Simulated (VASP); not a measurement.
Set up this calculation in VASP 6.6.1, as the native input.

```
Task                   : single point
Functional             : RPBE
Dispersion             : D3(BJ)
Potentials or basis    : VASP PAW PBE potentials, release 64 (Ba_sv, Zr_sv, O_h)
Cutoff                 : 1340 eV
k mesh                 : 6 × 6 × 6
Occupations            : fermi-dirac, width 0.05 eV
Spin                   : no spin polarisation
Dipole correction      : no
Further INCAR settings : ALGO = Normal; EDIFF = 1e-06; NBANDS = 28
```

The structure of BaZrO3 lies in POSCAR:

```
BaZrO3
1.0
    4.0669088657      0.0000000000      0.0000000000
    0.0000000000      4.0669088657      0.0000000000
    0.0000000000      0.0000000000      4.0669088657
Ba Zr O
1 1 3
Direct
    0.0000000000      0.0000000000      0.0000000000
    0.5000000000      0.5000000000      0.5000000000
    0.5000000000      0.5000000000      0.0000000000
    0.5000000000      0.0000000000      0.5000000000
    0.0000000000      0.5000000000      0.5000000000
```

The input as run:

INCAR

```
  ALGO = Normal
  EDIFF = 1E-6
  ENCUT = 1340
  GGA = RP
  GGA_COMPAT = F
  ISIF = 2
  ISMEAR = -1
  IVDW = 12
  LASPH = T
  LCHARG = F
  LREAL = F
  LWAVE = F
  NBANDS = 28
  NELM = 120
  PREC = Accurate
  SIGMA = 0.05
```

KPOINTS

```
k-points
0
Gamma
  6 6 6
```

Potentials or basis: VASP PAW PBE potentials, release 64 (Ba_sv, Zr_sv, O_h).

Launch:

```sh
$ cat potpaw_PBE.64/Ba_sv/POTCAR potpaw_PBE.64/Zr_sv/POTCAR potpaw_PBE.64/O_h/POTCAR > POTCAR
$ mpirun -np 1 vasp_std > vasp.out
```

Results of the run:

```yaml
Pressure: 1.3 GPa
Band_gap_on_the_k_mesh: 3.43 eV (least direct gap 3.52 eV)
Dispersion_energy_per_atom: -1.718 eV
```

Caveat: the dispersion term is far too large for a dense solid, which distorts pressure and volume; the PAW data sets were made with another functional, which shifts forces and pressure a little; spin-orbit coupling is left out, which moves the levels of the heavy elements.

It took 2.1 min on 1 thread of Intel(R) Xeon(R) Platinum 8488C (Sapphire Rapids) (shared host), peak memory 0.45 GiB.
